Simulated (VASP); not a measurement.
# La2F3: single point with PBE

The system is La2F3.

```
La F
1.0
     3.62575    0.00000    0.00000
     0.00000    3.62575    0.00000
     0.00000    0.00000    7.23208
La F
2 3
Direct
  0.00000 0.00000 0.69484
  0.00000 0.00000 0.30516
  0.50000 0.00000 0.50000
  0.00000 0.50000 0.50000
  0.00000 0.00000 0.00000
```

| Quantity | Value |
| --- | --- |
| Program | VASP 6.6.1 |
| Task | single point |
| Functional | PBE |
| Potentials or basis | VASP PAW PBE potentials, release 64 (La, F) |
| Cutoff | 520 eV |
| k mesh | 6 × 6 × 4 |
| Occupations | gaussian, width 0.1 eV |
| Spin | no spin polarisation |

```
Pressure      : 27.8 GPa
Largest force : 6.848 eV/Å
```

Forces on the atoms (eV/Å):
```
La   0.000  0.000  6.848
La   0.000  0.000 -6.848
F    0.000  0.000  0.000
F    0.000  0.000  0.000
F    0.000  0.000  0.000
```

Stress tensor (GPa, compression positive):
```
18.81  0.00  0.00
 0.00 18.81  0.00
 0.00  0.00 45.92
```

Levels at points of the mesh, in eV from the Fermi level:
```csv
k point,band 19,band 20,band 21,band 22,band 23,band 24,band 25,band 26
"(0.00, 0.00, 0.00)",-6.93,-6.93,-2.08,-0.23,-0.02,0.02,0.85,1.42
"(0.50, 0.00, 0.00)",-7.03,-6.89,-0.19,0.05,0.63,1.11,1.15,1.29
"(0.50, 0.50, 0.00)",-7.39,-7.04,-1.45,-0.78,0.40,0.40,0.82,1.66
"(0.00, 0.00, 0.50)",-7.03,-7.03,-1.42,-1.08,0.14,0.57,0.68,1.43
"(0.50, 0.00, 0.50)",-7.21,-6.98,0.19,0.23,0.70,0.89,0.99,1.32
"(0.50, 0.50, 0.50)",-7.17,-6.68,-1.69,-0.42,0.40,0.40,0.91,1.60
```

It used 200 s of CPU time on 1 thread of AMD EPYC 7R13 Processor (Zen 3) (shared host).

Caveat: spin-orbit coupling is left out, which moves the levels of the heavy elements; an odd number of electrons without spin polarisation forces a metal; a magnetic or distorted state may lie lower.
